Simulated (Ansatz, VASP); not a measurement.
One calculation of Zn, two programs

The input INCAR:

```
ALGO     = Normal         # electronic algorithm
EDIFF    = 1E-6           # SCF threshold, eV
ENCUT    = 520            # plane-wave cutoff, eV
GGA      = RE             # functional
ISIF     = 2              # what is computed and relaxed
ISMEAR   = -1             # smearing method
LASPH    = True           # aspherical terms in the spheres
LCHARG   = True           # write CHGCAR
LELF     = True           # ELF
LREAL    = False          # projectors in reciprocal space
LVHAR    = True         
LWAVE    = False          # write WAVECAR
NBANDS   = 19             # bands
NELM     = 60             # most SCF steps
PREC     = Accurate       # precision mode
SIGMA    = 0.1            # smearing width, eV
```

KPOINTS

```
k-points
0
Gamma
  22 22 10
```

File POSCAR:

```
Zn
1.0
    2.5695584614      0.0000000000      0.0000000000
   -1.2847792307      2.2253029041      0.0000000000
    0.0000000000      0.0000000000      4.8210195327
Zn
2
Direct
    0.3333333333      0.6666666667      0.2500000000
    0.6666666667      0.3333333333      0.7500000000
```

Input for Ansatz:

```yaml
crystal:
  lattice:
    - [2.5695584625, 0.0, 0.0]
    - [-1.2847792313, 2.225302905, 0.0]
    - [0.0, 0.0, 4.8210195384]
  atoms:
    - { symbol: Zn, position: [0.3333333333, 0.6666666667, 0.25] }
    - { symbol: Zn, position: [0.6666666667, 0.3333333333, 0.75] }
hamiltonian:
  xc: revpbe
  pseudopotentials:
    kind: paw
    azcp:
      Zn: "pseudopotentials/Zn.paw.azcp"
basis:
  ecutwfc: 420
  fft_grid_basis: typed
kpoints:
  mp_grid: { grid: [22, 22, 10], shift: [0, 0, 0] }
magnetization:
  spin_polarized: false
scf:
  occupations: { method: fermi_dirac, width: 0.1 }
output:
  stress: true
```

Alike in both runs: task single point; functional revPBE; k mesh 22 × 22 × 10; occupations fermi-dirac, width 0.1 eV; no spin polarisation.

```csv
,VASP,Ansatz
version,VASP 6.6.1,Ansatz 0.2.0
potentials or method,"VASP PAW PBE potentials, release 64 (Zn), cutoff 520 eV","plane waves (420 eV) with PAW, scalar-relativistic"
valence electrons in the cell,24,24
```

|  | VASP | Ansatz | Ansatz less VASP |
| --- | --- | --- | --- |
| pressure (GPa) | 12.6 | 12.0 | -0.55 |
| traceless stress, the component that is largest in VASP (GPa) | -3.49 | -3.26 | +0.228 |

VASP's potentials were made for PBE, not for revPBE.
